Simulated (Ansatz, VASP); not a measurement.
Zn: VASP beside Ansatz

Contents of INCAR:

```
PREC = Accurate ; ENCUT = 520
EDIFF = 1E-8 ; ISMEAR = -1
SIGMA = 0.05 ; LREAL = False
LASPH = True ; NELM = 60
ALGO = Normal ; ISIF = 2
LWAVE = False ; LCHARG = False
LEFG = True ; NBANDS = 19
```

File KPOINTS:

```
Automatic mesh
0
Gamma
  14 14 7
```

Contents of POSCAR:

```
Zn
1.0
    2.6647980532      0.0000000000      0.0000000000
   -1.3323990266      2.3077828100      0.0000000000
    0.0000000000      0.0000000000      4.9467000000
Zn
2
Direct
    0.3333333333      0.6666666667      0.2500000000
    0.6666666667      0.3333333333      0.7500000000
```

Input for Ansatz:

```yaml
crystal:
  lattice:
    - [2.6647980532, 0.0, 0.0]
    - [-1.3323990266, 2.30778281, 0.0]
    - [0.0, 0.0, 4.9467]
  atoms:
    - { symbol: Zn, position: [0.3333333333, 0.6666666667, 0.25] }
    - { symbol: Zn, position: [0.6666666667, 0.3333333333, 0.75] }
kpoints:
  mp_grid: { grid: [14, 14, 7] }
scf:
  occupations: { method: fermi_dirac, width: 0.05 }
hamiltonian:
  xc: lda
  pseudopotentials: { kind: paw }
output:
  forces: true
  stress: true
  populations: true
  efg: { quadrupole_moments_barn: { Zn: 0.122 }, contact_densities: true }
  write_density: true
  write_potential: true
  elf: true
  volumetric_format: npy
```

Alike in both runs: task electric field gradients; functional LDA; k mesh 14 × 14 × 7; occupations fermi-dirac, width 0.05 eV; no spin polarisation.

```csv
,VASP,Ansatz
version,VASP 6.6.1,Ansatz 0.2.0
potentials or method,"VASP PAW LDA potentials, release 64 (Zn)","plane-wave PAW, scalar-relativistic"
plane-wave cutoff (eV),520,420
valence electrons in the cell,24,24
```

Ansatz gave:

| Property | Result |
| --- | --- |
| pressure (GPa) | -8.8 |
| traceless stress, the component that is largest in VASP (GPa) | 1.11 |
| size of Vzz on the site where it differs most (V/Å²) | 38.4 |

What did VASP give for the same quantities?

Pressure (GPa): -8.4; traceless stress, the component that is largest in VASP (GPa): 0.89; size of Vzz on the site where it differs most (V/Å²): 39.8.

LDA's correlation is that of Perdew and Zunger in VASP and of Perdew and Wang (1992) in Ansatz.
